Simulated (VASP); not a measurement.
# MoS2 (C2/m) in VASP: a series of runs

The runs below take MoS2 through single point, with PBE+D3(BJ).

Program: VASP 6.6.1. These are calculated values, not measurements. Logs are shortened: lines on timing, memory, paths and dates and some standing lists are left out, and cuts for length are marked.

**1. The cell of the first run**

It takes space group C2/m (No. 12, monoclinic). Conventional cell: a = 5.429 Å, b = 3.134 Å, c = 17.710 Å, α = 90.00°, β = 97.34°, γ = 90.00°. Mo (site symmetry m) has 6 S at 2.42 Å and 6 Mo at 3.13 Å within 3.2 Å. Within 3.2 Å of Mo (site symmetry 2/m) lie 6 S at 2.42 Å and 6 Mo at 3.13 Å. Within 3.3 Å of S (site symmetry m) lie 3 Mo at 2.42 Å and 9 S at 3.13 to 3.29 Å. S (site symmetry m) has 3 Mo at 2.42 Å and 9 S at 2.80 to 3.21 Å within 3.3 Å. Within 3.3 Å of S (site symmetry m) lie 3 Mo at 2.42 Å and 9 S at 3.13 to 3.29 Å.

**2. Single point, PBE+D3(BJ) (the part above a cut slid along it)**

INCAR reads:

```
SYSTEM = MoS2
ALGO     = Normal         ! electronic algorithm
EDIFF    = 1E-6           ! SCF threshold, eV
ENCUT    = 520            ! plane-wave cutoff, eV
GGA      = PE             ! functional
ISIF     = 2              ! what is computed and relaxed
ISMEAR   = 0              ! smearing method
IVDW     = 12             ! dispersion correction
LASPH    = .TRUE.         ! aspherical terms in the spheres
LCHARG   = .FALSE.        ! write CHGCAR
LREAL    = .FALSE.        ! projectors in reciprocal space
LWAVE    = .FALSE.        ! write WAVECAR
NBANDS   = 49             ! bands
NELM     = 60             ! most SCF steps
PREC     = Accurate       ! precision mode
SIGMA    = 0.15           ! smearing width, eV
```

KPOINTS reads:

```
k-points
0
G
  14 14 3
  0 0 0
```

POSCAR reads:

```
MoS2
1.0
   -1.5671157456     -2.7143240927      0.0000000000
    1.5671157456     -2.7143240927      0.0000000000
    0.0000000000     -3.1667114415     17.5649660373
Mo S
3 6
Direct
    0.5055764891      0.5055764891      0.8475831616
    0.2344407205      0.2344407205      0.1695301934
    0.3700086048      0.3700086048      0.5085566775
    0.6501210124      0.6501210124      0.5997925502
   -0.2143111033     -0.2143111033      0.9388190343
    0.5145531281      0.5145531281      0.2607660661
    0.9543283129      0.9543283129      0.0782943207
    0.0898961972      0.0898961972      0.4173208048
    0.2254640815      0.2254640815      0.7563472889
```

Potentials or basis: VASP PAW PBE potentials, release 64 (Mo_sv, S).

Command:

```bash
> cat potpaw_PBE.64/Mo_sv/POTCAR potpaw_PBE.64/S/POTCAR > POTCAR
> mpirun -np 1 vasp_std > vasp.out
```

OUTCAR:

```text
SYSTEM = MoS2
   EDIFF = 1E-6
   ENCUT = 520
   GGA = PE
   ISIF = 2
   ISMEAR = 0
   IVDW = 12
   LASPH = .TRUE.
   LREAL = .FALSE.
   NELM = 60
   PREC = Accurate
 IVDW          = 12

 ion  position               nearest neighbor table
   1  0.506  0.506  0.848-   9 2.42   9 2.42   5 2.42   5 2.42   9 2.42   5 2.42
   2  0.234  0.234  0.170-   6 2.42   6 2.42   7 2.42   7 2.42   7 2.42   6 2.42
   3  0.370  0.370  0.509-   4 2.42   4 2.42   8 2.42   8 2.42   4 2.42   8 2.42
   4  0.650  0.650  0.600-   3 2.42   3 2.42   3 2.42
   5  0.786  0.786  0.939-   1 2.42   1 2.42   1 2.42
   6  0.515  0.515  0.261-   2 2.42   2 2.42   2 2.42
   7  0.954  0.954  0.078-   2 2.42   2 2.42   2 2.42
   8  0.090  0.090  0.417-   3 2.42   3 2.42   3 2.42
   9  0.225  0.225  0.756-   1 2.42   1 2.42   1 2.42

  LATTYP: Found a base centered monoclinic cell.
 ALAT       =     5.4286481854
 B/A-ratio  =     0.5773502692
 C/A-ratio  =     3.2623238005
 COS(beta)  =    -0.1277208187

  Lattice vectors:

 A1 = (  -1.5671157456,  -2.7143240927,   0.0000000000)
 A2 = (   1.5671157456,  -2.7143240927,   0.0000000000)
 A3 = (   0.0000000000,   2.2619367439,  17.5649660373)

Analysis of symmetry for initial positions (statically):
=====================================================================
 Subroutine PRICEL returns:
 Original cell was already a primitive cell.

 Routine SETGRP: Setting up the symmetry group for a
 base centered monoclinic supercell.

 Subroutine GETGRP returns: Found  4 space group operations
 (whereof  2 operations were pure point group operations)
 out of a pool of  4 trial point group operations.

The static configuration has the point symmetry C_1h.
 The point group associated with its full space group is C_2h.

Analysis of symmetry for dynamics (positions and initial velocities):
=====================================================================
 Subroutine PRICEL returns:
 Original cell was already a primitive cell.

 Routine SETGRP: Setting up the symmetry group for a
 base centered monoclinic supercell.

 Subroutine GETGRP returns: Found  4 space group operations
 (whereof  2 operations were pure point group operations)
 out of a pool of  4 trial point group operations.

The dynamic configuration has the point symmetry C_1h.
 The point group associated with its full space group is C_2h.

 Subroutine INISYM returns: Found  4 space group operations
 (whereof  2 operations are pure point group operations),
 and found     1 'primitive' translations

----------------------------------------------------------------------------------------

                                     Primitive cell

  volume of cell :     149.4308

  direct lattice vectors                    reciprocal lattice vectors
    -1.567115746 -2.714324093  0.000000000    -0.319057480 -0.184207922 -0.033210046
     1.567115746 -2.714324093  0.000000000     0.319057480 -0.184207922 -0.033210046
     0.000000000 -3.166711441 17.564966037     0.000000000  0.000000000  0.056931508

  length of vectors
     3.134231491  3.134231491 17.848139770     0.369909639  0.369909639  0.056931508

  position of ions in fractional coordinates (direct lattice)
     0.505576489  0.505576489  0.847583162
     0.234440720  0.234440720  0.169530193
     0.370008605  0.370008605  0.508556678
     0.650121012  0.650121012  0.599792550
     0.785688897  0.785688897  0.938819034
     0.514553128  0.514553128  0.260766066
     0.954328313  0.954328313  0.078294321
     0.089896197  0.089896197  0.417320805
     0.225464082  0.225464082  0.756347289

  ion indices of the primitive-cell ions
   primitive index   ion index
                 1           1
                 2           2
                 3           3
                 4           4
                 5           5
                 6           6
                 7           7
                 8           8
                 9           9

----------------------------------------------------------------------------------------

 KPOINTS: k-points

Automatic generation of k-mesh.
 Grid dimensions read from file:
 generate k-points for:   14   14    3

 Generating k-lattice:

  Cartesian coordinates                     Fractional coordinates (reciprocal lattice)
    -0.022789820 -0.013157709 -0.002372146     0.071428571  0.000000000 -0.000000000
     0.022789820 -0.013157709 -0.002372146     0.000000000  0.071428571 -0.000000000
     0.000000000  0.000000000  0.018977169     0.000000000  0.000000000  0.333333333

  Length of vectors
     0.026422117  0.026422117  0.018977169

  Shift w.r.t. Gamma in fractional coordinates (k-lattice)
     0.000000000  0.000000000  0.000000000

 Subroutine IBZKPT returns following result:
 ===========================================

 Found    162 irreducible k-points:

 Following reciprocal coordinates:
            Coordinates               Weight
  0.000000  0.000000  0.000000      1.000000
  0.071429 -0.000000 -0.000000      4.000000
  0.142857 -0.000000  0.000000      4.000000
  0.214286 -0.000000  0.000000      4.000000
  0.285714  0.000000  0.000000      4.000000
  0.357143  0.000000  0.000000      4.000000
[... 16 lines left out ...]
  0.214286  0.142857 -0.000000      4.000000
  0.285714  0.142857  0.000000      4.000000
 [... further k-points ...]
   k-points           NKPTS =    162   k-points in BZ     NKDIM =    162   number of bands    NBANDS=     49
   number of dos      NEDOS =    301   number of ions     NIONS =      9
   total plane-waves  NPLWV =  80640
   dimension x,y,z NGX =    24 NGY =   24 NGZ =  140
   dimension x,y,z NGXF=    48 NGYF=   48 NGZF=  280
   ions per type =               3   6
   NGX,Y,Z   is equivalent  to a cutoff of  12.73, 12.73, 13.04 a.u.
   NGXF,Y,Z  is equivalent  to a cutoff of  25.46, 25.46, 26.08 a.u.
 SYSTEM =  MoS2
   PREC   = accura    normal or accurate (medium, high low for compatibility)
   ISTART =      0    job   : 0-new  1-cont  2-samecut
   ICHARG =      2    charge: 1-file 2-atom 10-const
   ISPIN  =      1    spin polarized calculation?
   LNONCOLLINEAR =      F non collinear calculations
   LSORBIT =      F    spin-orbit coupling
   LASPH  =      T    aspherical Exc in radial PAW
   ENCUT  =  520.0 eV  38.22 Ry    6.18 a.u.   5.83  5.83 33.19*2*pi/ulx,y,z
   NELM   =     60;   NELMIN=  2; NELMDL= -5     # of ELM steps
   EDIFF  = 0.1E-05   stopping-criterion for ELM
   LREAL  =      F    real-space projection
   EDIFFG = 0.1E-04   stopping-criterion for IOM
   NSW    =      0    number of steps for IOM
   IBRION =     -1    ionic relax: 0-MD 1-quasi-New 2-CG
   NFREE  =      0    steps in history (QN), initial steepest desc. (CG)
   ISIF   =      2    stress and relaxation
   ISYM   =      2    0-nonsym 1-usesym 2-fastsym
   POTIM  = 0.5000    time-step for ionic-motion
   TEBEG  =    0.0;   TEEND  =   0.0 temperature during run
   PSTRESS=    0.0 pullay stress
   NELECT =      78.0000    total number of electrons
   NUPDOWN=      -1.0000    fix difference up-down
   EMIN   =  10.00;   EMAX   =-10.00  energy-range for DOS
   EFERMI =   0.00;   METHOD = LEGACY
   ISMEAR =     0;   SIGMA  =   0.15  broadening in eV -4-tet -1-fermi 0-gaus
   EFERMI_NEDOS =   21; number of points for ismear=-14 and -15
   IALGO  =     38    algorithm
   IMIX   =      4    mixing-type and parameters
     AMIX     =   0.40;   BMIX     =  1.00
     AMIX_MAG =   1.60;   BMIX_MAG =  1.00
  volume/ion in A,a.u.               =      16.60       112.05
  Fermi-wavevector in a.u.,A,eV,Ry     =   1.318134  2.490913 23.639825  1.737478
  Thomas-Fermi vector in A             =   2.448126
   LORBIT       =      0    0 simple, 1 ext, 2 COOP (PROOUT), +10 PAW based schemes
   GGA     = PE    functional components
   LHFCALC =     F    Hartree Fock is set to
   AEXX    =    0.0000 exact exchange contribution
   IVDW    =    12    specifies the selected vdW correction
   LEPSILON=     F    determine dielectric tensor
   LRPA    =     F    only Hartree local field effects (RPA)
 non-spin polarized calculation
 Gauss-broadening in eV      SIGMA  =   0.15
  energy-cutoff  :      520.00
  volume of cell :      149.43
 maximum number of plane-waves:      4053
   NGX = 11   NGY = 11   NGZ = 67

 number of electron      77.9999997 magnetization

 Free energy of the ion-electron system (eV)
  ---------------------------------------------------
  ext. energy  EPLUGINS =         0.00000000
  ---------------------------------------------------
  free energy    TOTEN  =       -62.66245522 eV

  energy without entropy =      -62.62609795  energy(sigma->0) =      -62.64427658

 E-fermi :   8.6591     XC(G=0): -11.3273

 val. band max:        8.6589646381   @ k =   0.0000   0.0000   0.0000
 cond. band min:       8.6610090036   @ k =  -0.2143   0.2143   0.0000
 fundamental gap:      0.0020443655
 Fermi energy:         8.6590789297

 k-point     1 :       0.0000    0.0000    0.0000
  band No.  band energies     occupation
      1     -53.0473      2.00000
      2     -53.0473      2.00000
      3     -53.0297      2.00000
      4     -27.1512      2.00000
      5     -27.1509      2.00000
      6     -27.1251      2.00000
[... 41 lines left out ...]
     48      11.9020      0.00000
     49      12.0466      0.00000

 k-point     2 :       0.0714   -0.0000   -0.0000
  band No.  band energies     occupation
      1     -53.0451      2.00000
      2     -53.0450      2.00000
      3     -53.0275      2.00000
      4     -27.1469      2.00000
      5     -27.1467      2.00000
      6     -27.1209      2.00000
[... 41 lines left out ...]
     48      11.7104      0.00000
     49      11.8418      0.00000

 k-point     3 :       0.1429   -0.0000    0.0000
  band No.  band energies     occupation
      1     -53.0387      2.00000
      2     -53.0387      2.00000
      3     -53.0212      2.00000
      4     -27.1349      2.00000
      5     -27.1347      2.00000
      6     -27.1090      2.00000
[... 1081 lines left out ...]
     48      11.4658      0.00000
     49      11.5003      0.00000

 k-point    24 :       0.2857    0.1429    0.0000
  band No.  band energies     occupation
      1     -53.0248      2.00000
      2     -53.0248      2.00000
      3     -53.0073      2.00000
      4     -27.1872      2.00000
      5     -27.1872      2.00000
      6     -27.1721      2.00000
[... 41 lines left out ...]
     48      11.3913      0.00000
     49      11.6378      0.00000

 [... further k-points ...]

------------------------ aborting loop because EDIFF is reached ----------------------------------------

 Edisp (eV)   -4.12590

 E8    (eV) :    -1.6662

  FORCE on cell =-STRESS in cart. coord.  units (eV):
  Direction    XX          YY          ZZ          XY          YZ          ZX
  --------------------------------------------------------------------------------------
  -------------------------------------------------------------------------------------
  Total       0.37974     1.23975     0.27051     0.00000    -0.97545     0.00000
  in kB       4.07150    13.29242     2.90039     0.00000   -10.45866     0.00000
  external pressure =        6.75 kB  Pullay stress =        0.00 kB

 VOLUME and BASIS-vectors are now :
 -----------------------------------------------------------------------------
  energy-cutoff  :      520.00
  volume of cell :      149.43
      direct lattice vectors                 reciprocal lattice vectors
    -1.567115746 -2.714324093  0.000000000    -0.319057480 -0.184207922 -0.033210046
     1.567115746 -2.714324093  0.000000000     0.319057480 -0.184207922 -0.033210046
     0.000000000 -3.166711441 17.564966037     0.000000000  0.000000000  0.056931508

 POSITION                                       TOTAL-FORCE (eV/Angst)
 -----------------------------------------------------------------------------------
      0.00000     -5.42865     14.88777         0.000000      0.127415      0.145430
      0.00000     -1.80955      2.97779         0.000000     -0.127415     -0.145430
      0.00000     -3.61910      8.93278         0.000000     -0.000000      0.000000
      0.00000     -5.42865     10.53534         0.000000      0.000947     -0.023633
      0.00000     -7.23820     16.49032         0.000000      0.186178     -0.520474
      0.00000     -3.61910      4.58035         0.000000      0.022590     -0.021384
      0.00000     -5.42865      1.37524         0.000000     -0.186178      0.520474
      0.00000     -1.80955      7.33023         0.000000     -0.000947      0.023633
      0.00000     -3.61910     13.28521         0.000000     -0.022590      0.021384
 -----------------------------------------------------------------------------------
    total drift:                                0.000000     -0.000017      0.000015

  FREE ENERGIE OF THE ION-ELECTRON SYSTEM (eV)
  ---------------------------------------------------
  free  energy   TOTEN  =       -66.7883577450 eV

  energy  without entropy=      -66.7520004759  energy(sigma->0) =      -66.77017911
```

Run time: 12 min. Hardware: 1 thread of Intel Xeon 6975P-C (Granite Rapids), shared host; peak memory 0.88 GiB.

Results:

```
Free energy                : -66.7884 eV
Pressure                   : 0.7 GPa
Largest force              : 0.553 eV/Å
Band gap on the k mesh     : zero (bands 39 and 40 overlap by 0.57 eV)
Dispersion energy per atom : -0.458 eV
```

Forces on the atoms (eV/Å):
```
Mo   0.000  0.127  0.145
Mo   0.000 -0.127 -0.145
Mo   0.000  0.000  0.000
S    0.000  0.001 -0.024
S    0.000  0.186 -0.520
S    0.000  0.023 -0.021
S    0.000 -0.186  0.520
S    0.000 -0.001  0.024
S    0.000 -0.023  0.021
```

Levels at points of the mesh, in eV from the Fermi level:
| k point | band 37 | band 38 | band 39 | band 40 | band 41 | band 42 |
| --- | --- | --- | --- | --- | --- | --- |
| (0.00, 0.00, 0.00) | -0.79 | -0.29 | -0.25 | -0.17 | -0.13 | -0.11 |
| (0.50, 0.00, 0.00) | -1.72 | -1.41 | -1.32 | 1.35 | 1.35 | 1.37 |
| (0.50, 0.50, 0.00) | -1.81 | -1.42 | -1.38 | 1.35 | 1.35 | 1.37 |

Caveat: the cell differs from its parent crystal (the part above a cut slid along it).

[end of part 1 of 2]

The gap in the log of VASP goes by the Fermi energy; the results here count the filled bands.